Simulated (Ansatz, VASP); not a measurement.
# KZnF3 in VASP and in Ansatz

```
K Zn F
1.0
     3.93773    0.00000    0.00000
     0.00000    3.93773    0.00000
     0.00000    0.00000    4.04617
K Zn F
1 1 3
Direct
  0.00000 0.00000 0.00000
  0.50000 0.50000 0.50000
  0.50000 0.50000 0.00000
  0.00000 0.50000 0.50000
  0.50000 0.00000 0.50000
```

Change from the starting cell: biaxial_xy strain -2.7%.

Alike in both runs: task single point; functional PBE; k mesh 6 × 6 × 6; occupations fermi-dirac, width 0.02 eV; no spin polarisation.

```csv
,VASP,Ansatz
version,VASP 6.6.1,Ansatz 0.2.0
potentials or method,"VASP PAW PBE potentials, release 64 (K_sv, Zn, F)","plane waves, PAW"
plane-wave cutoff (eV),520,420
valence electrons in the cell,42,42
```

```csv
,VASP,Ansatz,Ansatz less VASP
gap on the k mesh at the Fermi level (eV),3.85,3.93,+0.077
pressure (GPa),11.2,10.5,-0.64
"traceless stress, the component that is largest in VASP (GPa)",-2.23,-2.10,+0.125
```

The functional is the same, so the differences come from potentials, cutoffs and numerics.
